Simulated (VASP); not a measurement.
Runs of VASP 6.6.1 on SrO (pbe). The structure is that of space group Fm-3m (No. 225), or close to it. The cells are those of the table. 

```tsv
task	cell	smearing	gap on the mesh (eV)	pressure (GPa)
single point	a = 3.673 Å, angles 60.0°, 2 atoms	gaussian 0.02 eV	3.28	0.4
relaxation of cell and atoms	relaxed from a = 3.649 Å, angles 60.0°, 2 atoms	gaussian 0.02 eV	3.28	0.0
single point	a = 3.649 Å, angles 60.0°, 2 atoms	gaussian 0.1 eV	(a)	2.3
single point	a = 3.673 Å, angles 60.0°, 2 atoms	gaussian 0.01 eV	3.28	0.4
```

Alike in all rows: level PBE; potentials or basis VASP PAW PBE potentials, release 64 (Sr_sv, O); no spin polarisation; k mesh 6 × 6 × 6; cutoff (eV) 600.

Task: Estimate the missing entries.

Result: (a) 3.27.

A k mesh can miss the band edges, and the runs leave out spin-orbit coupling on Sr.
